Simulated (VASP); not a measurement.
The system is Rh.

```
Rh
1.0
     2.67523    0.00000    0.00000
    -1.33761    2.31682    0.00000
     0.00000    0.00000    4.33809
Rh
2
Cartesian
  0.0000 1.5445 1.0845
  1.3376 0.7723 3.2536
```

Base run:

| Quantity | Value |
| --- | --- |
| Program | VASP 6.6.1 |
| Functional | r2SCAN |
| Potentials or basis | VASP PAW PBE potentials, release 64 (Rh_pv) |
| Cutoff | 520 eV |
| k mesh | 11 × 11 × 6 |
| Occupations | fermi-dirac, width 0.05 eV |
| Spin | no spin polarisation |

Its results: band gap on the k mesh zero (band 15 reaches 12.91 eV, above the bottom of band 16 at 10.38 eV); pressure 8.4 GPa.

After a change of settings the same cell gave: band gap on the k mesh zero (band 15 reaches 13.06 eV, above the bottom of band 16 at 10.62 eV); pressure 13.8 GPa. Which change was it?
A. functional from r2SCAN to PBE
B. potentials or basis from VASP PAW PBE potentials, release 64 (Rh_pv) to VASP PAW PBE potentials, release 64 (Rh_sv_GW); cutoff from 520 eV to 580 eV; further incar settings from ALGO = Normal; EDIFF = 1e-07; NBANDS = 22 to ALGO = Normal; EDIFF = 1e-06; NBANDS = 24; valence electrons from 30 to 34
C. functional from r2SCAN to PBEsol; further incar settings from ALGO = Normal; EDIFF = 1e-07; NBANDS = 22 to ALGO = Normal; EDIFF = 1e-06; NBANDS = 22

A.

Caveats: the PAW data sets were made with another functional, which shifts forces and pressure a little (some runs).
